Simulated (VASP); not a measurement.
Here is a VASP 6.6.1 calculation.

Contents of INCAR:

```
SYSTEM = Pb
ALGO     = Normal         ! electronic algorithm
EDIFF    = 1E-7           ! SCF threshold, eV
ENCUT    = 520            ! plane-wave cutoff, eV
GGA      = PE             ! functional
ISIF     = 2              ! what is computed and relaxed
ISMEAR   = -1             ! smearing method
LASPH    = .True.         ! aspherical terms in the spheres
LCHARG   = .True.         ! write CHGCAR
LELF     = .True.         ! ELF
LREAL    = .False.        ! projectors in reciprocal space
LVHAR    = .True.       
LWAVE    = .False.        ! write WAVECAR
NBANDS   = 13             ! bands
NELM     = 80             ! most SCF steps
PREC     = Accurate       ! precision mode
SIGMA    = 0.06122561905347299 ! smearing width, eV
```

Contents of KPOINTS:

```
k-points
0
Gamma
  19 19 19
  0 0 0
```

Contents of POSCAR:

```
Pb
1.0
    0.0000000000      2.5232788798      2.5232788798
    2.5232788798      0.0000000000      2.5232788798
    2.5232788798      2.5232788798      0.0000000000
Pb
1
Direct
    0.0000000000      0.0000000000      0.0000000000
```

Potentials or basis: VASP PAW PBE potentials, release 64 (Pb_d).

Command:

```sh
$ cat potpaw_PBE.64/Pb_d/POTCAR > POTCAR
$ mpirun -np 1 vasp_std > vasp.out
```

Task: Estimate the band gap on the k mesh.

Result: Zero (bands 7 and 8 overlap by 8.52 eV).

Task: What does it give for the pressure?

Result: -0.2 GPa.

Caveat: spin-orbit coupling is left out, which moves the levels of the heavy elements.
